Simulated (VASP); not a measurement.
# W (Cmcm) in VASP: single point with LDA

Aim: the single point of W with LDA.

Everything below comes from runs of VASP 6.6.1. Logs are shortened: lines on timing, memory, paths and dates and some standing lists are left out, and cuts for length are marked.

## Step 1: The cell of the first run

It takes space group Cmcm (No. 63, orthorhombic). The conventional cell has a = 3.973 Å, b = 3.973 Å, c = 3.973 Å, α = 90.00°, β = 90.00°, γ = 90.00°. Within 3.6 Å of W (site symmetry m2m) lie 12 W at 2.75 to 2.87 Å.

## Step 2: Single point, LDA (atoms displaced along a vibrational mode)

File INCAR:

```
PREC = Accurate ; ENCUT = 520
EDIFF = 1E-6 ; ISMEAR = 0
SIGMA = 0.15 ; LREAL = False
LASPH = True ; NELM = 100
ALGO = Fast ; ISIF = 2
LWAVE = False ; LCHARG = True
GGA = CA ; LELF = True
LVHAR = True ; NBANDS = 21
```

File KPOINTS:

```
regular mesh
0
Gamma
  16 16 12
```

File POSCAR:

```
W
1.0
    0.0000000000     -1.9862702900     -1.9862702900
    0.0000000000      1.9862702900     -1.9862702900
    3.9725405800      0.0000000000      0.0000000000
W
2
Direct
    0.5101698143      0.4898301857      0.5000000000
   -0.0101698143      0.0101698143      0.0000000000
```

Potentials or basis: VASP PAW LDA potentials, release 64 (W_sv).

Command:

```console
cat potpaw_LDA.64/W_sv/POTCAR > POTCAR
mpirun -np 1 vasp_std > vasp.out
```

OUTCAR:

```text
PREC = Accurate
   ENCUT = 520
   EDIFF = 1E-6
   ISMEAR = 0
   LREAL = False
   LASPH = True
   NELM = 100
   ISIF = 2
   GGA = CA

 ion  position               nearest neighbor table
   1  0.510  0.490  0.500-   2 2.75   2 2.75   2 2.81   2 2.81   2 2.81   2 2.81   2 2.87   2 2.87

   2  0.990  0.010  0.000-   1 2.75   1 2.75   1 2.81   1 2.81   1 2.81   1 2.81   1 2.87   1 2.87

  LATTYP: Found a simple tetragonal cell.
 ALAT       =     2.8090103827
 C/A-ratio  =     1.4142135624

  Lattice vectors:

 A1 = (   0.0000000000,  -1.9862702900,  -1.9862702900)
 A2 = (   0.0000000000,   1.9862702900,  -1.9862702900)
 A3 = (   3.9725405800,   0.0000000000,   0.0000000000)

Analysis of symmetry for initial positions (statically):
=====================================================================
 Subroutine PRICEL returns:
 Original cell was already a primitive cell.

 Routine SETGRP: Setting up the symmetry group for a
 simple tetragonal supercell.

 Subroutine GETGRP returns: Found  8 space group operations
 (whereof  4 operations were pure point group operations)
 out of a pool of 16 trial point group operations.

The static configuration has the point symmetry C_2v.
 The point group associated with its full space group is D_2h.

Analysis of symmetry for dynamics (positions and initial velocities):
=====================================================================
 Subroutine PRICEL returns:
 Original cell was already a primitive cell.

 Routine SETGRP: Setting up the symmetry group for a
 simple tetragonal supercell.

 Subroutine GETGRP returns: Found  8 space group operations
 (whereof  4 operations were pure point group operations)
 out of a pool of 16 trial point group operations.

The dynamic configuration has the point symmetry C_2v.
 The point group associated with its full space group is D_2h.

 Subroutine INISYM returns: Found  8 space group operations
 (whereof  4 operations are pure point group operations),
 and found     1 'primitive' translations

----------------------------------------------------------------------------------------

                                     Primitive cell

  volume of cell :      31.3455

  direct lattice vectors                    reciprocal lattice vectors
     0.000000000 -1.986270290 -1.986270290     0.000000000 -0.251728077 -0.251728077
     0.000000000  1.986270290 -1.986270290     0.000000000  0.251728077 -0.251728077
     3.972540580  0.000000000  0.000000000     0.251728077  0.000000000  0.000000000

  length of vectors
     2.809010383  2.809010383  3.972540580     0.355997260  0.355997260  0.251728077

  position of ions in fractional coordinates (direct lattice)
     0.510169814  0.489830186  0.500000000
     0.989830186  0.010169814  0.000000000

  ion indices of the primitive-cell ions
   primitive index   ion index
                 1           1
                 2           2

----------------------------------------------------------------------------------------

 KPOINTS: regular mesh

Automatic generation of k-mesh.
 Grid dimensions read from file:
 generate k-points for:   16   16   12

 Generating k-lattice:

  Cartesian coordinates                     Fractional coordinates (reciprocal lattice)
     0.000000000 -0.015733005 -0.015733005     0.062500000  0.000000000  0.000000000
     0.000000000  0.015733005 -0.015733005     0.000000000  0.062500000  0.000000000
     0.020977340  0.000000000  0.000000000     0.000000000  0.000000000  0.083333333

  Length of vectors
     0.022249829  0.022249829  0.020977340

  Shift w.r.t. Gamma in fractional coordinates (k-lattice)
     0.000000000  0.000000000  0.000000000

 Subroutine IBZKPT returns following result:
 ===========================================

 Found    511 irreducible k-points:

 Following reciprocal coordinates:
            Coordinates               Weight
  0.000000  0.000000  0.000000      1.000000
  0.062500  0.000000  0.000000      4.000000
  0.125000  0.000000  0.000000      4.000000
  0.187500  0.000000  0.000000      4.000000
  0.250000  0.000000  0.000000      4.000000
  0.312500  0.000000  0.000000      4.000000
[... 16 lines left out ...]
 -0.062500  0.437500  0.000000      4.000000
  0.500000  0.062500  0.000000      4.000000
 [... further k-points ...]
   k-points           NKPTS =    511   k-points in BZ     NKDIM =    511   number of bands    NBANDS=     21
   number of dos      NEDOS =    301   number of ions     NIONS =      2
   total plane-waves  NPLWV =  17280
   dimension x,y,z NGX =    24 NGY =   24 NGZ =   30
   dimension x,y,z NGXF=    48 NGYF=   48 NGZF=   60
   ions per type =               2
   NGX,Y,Z   is equivalent  to a cutoff of  14.20, 14.20, 12.55 a.u.
   NGXF,Y,Z  is equivalent  to a cutoff of  28.41, 28.41, 25.11 a.u.
 SYSTEM =  unknown system
   PREC   = accura    normal or accurate (medium, high low for compatibility)
   ISTART =      0    job   : 0-new  1-cont  2-samecut
   ICHARG =      2    charge: 1-file 2-atom 10-const
   ISPIN  =      1    spin polarized calculation?
   LNONCOLLINEAR =      F non collinear calculations
   LSORBIT =      F    spin-orbit coupling
   LASPH  =      T    aspherical Exc in radial PAW
   ENCUT  =  520.0 eV  38.22 Ry    6.18 a.u.   5.22  5.22  7.39*2*pi/ulx,y,z
   NELM   =    100;   NELMIN=  2; NELMDL= -5     # of ELM steps
   EDIFF  = 0.1E-05   stopping-criterion for ELM
   LREAL  =      F    real-space projection
   EDIFFG = 0.1E-04   stopping-criterion for IOM
   NSW    =      0    number of steps for IOM
   IBRION =     -1    ionic relax: 0-MD 1-quasi-New 2-CG
   NFREE  =      0    steps in history (QN), initial steepest desc. (CG)
   ISIF   =      2    stress and relaxation
   ISYM   =      2    0-nonsym 1-usesym 2-fastsym
   POTIM  = 0.5000    time-step for ionic-motion
   TEBEG  =    0.0;   TEEND  =   0.0 temperature during run
   PSTRESS=    0.0 pullay stress
   NELECT =      28.0000    total number of electrons
   NUPDOWN=      -1.0000    fix difference up-down
   EMIN   =  10.00;   EMAX   =-10.00  energy-range for DOS
   EFERMI =   0.00;   METHOD = LEGACY
   ISMEAR =     0;   SIGMA  =   0.15  broadening in eV -4-tet -1-fermi 0-gaus
   EFERMI_NEDOS =   21; number of points for ismear=-14 and -15
   IALGO  =     68    algorithm
   IMIX   =      4    mixing-type and parameters
     AMIX     =   0.40;   BMIX     =  1.00
     AMIX_MAG =   1.60;   BMIX_MAG =  1.00
  volume/ion in A,a.u.               =      15.67       105.76
  Fermi-wavevector in a.u.,A,eV,Ry     =   1.576652  2.979440 33.821789  2.485831
  Thomas-Fermi vector in A             =   2.677453
   LORBIT       =      0    0 simple, 1 ext, 2 COOP (PROOUT), +10 PAW based schemes
   GGA     = CA    functional components
   LHFCALC =     F    Hartree Fock is set to
   AEXX    =    0.0000 exact exchange contribution
   IVDW    =     0    specifies the selected vdW correction
   LEPSILON=     F    determine dielectric tensor
   LRPA    =     F    only Hartree local field effects (RPA)
 non-spin polarized calculation
 RMM-DIIS sequential band-by-band and
 Gauss-broadening in eV      SIGMA  =   0.15
  energy-cutoff  :      520.00
  volume of cell :       31.35
 maximum number of plane-waves:       888
 NGX is ok and might be reduce to    24
   NGX = 11   NGY = 11   NGZ = 15

 number of electron      27.9999993 magnetization

 Free energy of the ion-electron system (eV)
  ---------------------------------------------------
  ext. energy  EPLUGINS =         0.00000000
  ---------------------------------------------------
  free energy    TOTEN  =       -27.22302392 eV

  energy without entropy =      -27.19674295  energy(sigma->0) =      -27.20988343

 E-fermi :  10.9996     XC(G=0): -13.8795

 val. band max:       10.9981914182   @ k =   0.1875   0.0625   0.2500
 cond. band min:      10.9998610115   @ k =   0.3750   0.3750   0.2500
 fundamental gap:      0.0016695933
 Fermi energy:        10.9995754522

 k-point     1 :       0.0000    0.0000    0.0000
  band No.  band energies     occupation
      1     -62.1316      2.00000
      2     -61.9500      2.00000
      3     -27.2226      2.00000
      4     -26.4366      2.00000
      5     -26.4337      2.00000
      6     -25.9486      2.00000
[... 13 lines left out ...]
     20      17.1526      0.00000
     21      23.2590      0.00000

 k-point     2 :       0.0625    0.0000    0.0000
  band No.  band energies     occupation
      1     -62.1282      2.00000
      2     -61.9499      2.00000
      3     -27.2084      2.00000
      4     -26.4597      2.00000
      5     -26.4282      2.00000
      6     -25.9800      2.00000
[... 13 lines left out ...]
     20      17.7509      0.00000
     21      22.5292      0.00000

 k-point     3 :       0.1250    0.0000    0.0000
  band No.  band energies     occupation
      1     -62.1184      2.00000
      2     -61.9501      2.00000
      3     -27.1667      2.00000
      4     -26.5281      2.00000
      5     -26.4083      2.00000
      6     -26.0786      2.00000
[... 13 lines left out ...]
     20      19.0327      0.00000
     21      21.2929      0.00000

 k-point     4 :       0.1875    0.0000    0.0000
  band No.  band energies     occupation
      1     -62.1029      2.00000
      2     -61.9509      2.00000
      3     -27.0996      2.00000
      4     -26.6274      2.00000
      5     -26.3777      2.00000
      6     -26.2252      2.00000
[... 13 lines left out ...]
     20      20.0898      0.00000
     21      20.5097      0.00000

 k-point     5 :       0.2500    0.0000    0.0000
  band No.  band energies     occupation
      1     -62.0833      2.00000
      2     -61.9533      2.00000
      3     -27.0106      2.00000
      4     -26.7388      2.00000
      5     -26.4080      2.00000
      6     -26.3281      2.00000
[... 13 lines left out ...]
     20      19.1207      0.00000
     21      22.0703      0.00000
[... 382 lines left out ...]
     20      18.5720      0.00000
     21      24.2519      0.00000

 k-point    22 :       0.4375    0.0625    0.0000
  band No.  band energies     occupation
      1     -62.0165      2.00000
      2     -61.9749      2.00000
      3     -26.9537      2.00000
      4     -26.8654      2.00000
      5     -26.6641      2.00000
      6     -26.3756      2.00000
[... 13 lines left out ...]
     20      18.5288      0.00000
     21      23.8628      0.00000

 k-point    23 :      -0.0625    0.4375    0.0000
  band No.  band energies     occupation
      1     -62.0165      2.00000
      2     -61.9750      2.00000
      3     -26.9536      2.00000
      4     -26.8655      2.00000
      5     -26.6639      2.00000
      6     -26.3758      2.00000
[... 13 lines left out ...]
     20      18.5345      0.00000
     21      23.8516      0.00000

 k-point    24 :       0.5000    0.0625    0.0000
  band No.  band energies     occupation
      1     -62.0054      2.00000
      2     -61.9826      2.00000
      3     -26.9399      2.00000
      4     -26.9327      2.00000
      5     -26.5916      2.00000
      6     -26.4436      2.00000
[... 13 lines left out ...]
     20      18.2759      0.00000
     21      23.9557      0.00000

 [... further k-points ...]

------------------------ aborting loop because EDIFF is reached ----------------------------------------

  FORCE on cell =-STRESS in cart. coord.  units (eV):
  Direction    XX          YY          ZZ          XY          YZ          ZX
  --------------------------------------------------------------------------------------
  -------------------------------------------------------------------------------------
  Total        0.5409660      0.2880686      0.4748829      0.0000000      0.0000000      0.0000000
  in kB       27.6506593     14.7241911     24.2729211      0.0000000      0.0000000      0.0000000
  external PRESSURE =      22.2159238 kB  Pullay stress =       0.0000000 kB

 VOLUME and BASIS-vectors are now :
 -----------------------------------------------------------------------------
  energy-cutoff  :      520.00
  volume of cell :       31.35
      direct lattice vectors                 reciprocal lattice vectors
     0.000000000 -1.986270290 -1.986270290     0.000000000 -0.251728077 -0.251728077
     0.000000000  1.986270290 -1.986270290     0.000000000  0.251728077 -0.251728077
     3.972540580  0.000000000  0.000000000     0.251728077  0.000000000  0.000000000

 POSITION                                       TOTAL-FORCE (eV/Angst)
 -----------------------------------------------------------------------------------
      1.98627     -0.04040     -1.98627         0.000000      0.307493      0.000000
      0.00000     -1.94587     -1.98627         0.000000     -0.307493      0.000000
 -----------------------------------------------------------------------------------
    total drift:                                0.000000     -0.000000      0.000000

  FREE ENERGIE OF THE ION-ELECTRON SYSTEM (eV)
  ---------------------------------------------------
  free  energy   TOTEN  =       -27.2230239162 eV

  energy  without entropy=      -27.1967429529  energy(sigma->0) =      -27.20988343
```

It took 96 s on 1 thread of Intel Xeon 6975P-C (Granite Rapids), shared host; peak memory 0.35 GiB.

Results:

```
Free energy            : -27.2230 eV
Pressure               : 2.2 GPa
Largest force          : 0.307 eV/Å
Band gap on the k mesh : zero (bands 14 and 15 overlap by 3.88 eV)
```

Forces in eV/Å, atoms in the order of the input:
```
W    0.000  0.307  0.000
W    0.000 -0.307  0.000
```

Caveat: the cell differs from its parent crystal (atoms displaced along a vibrational mode); spin-orbit coupling is left out, which moves the levels of the heavy elements.
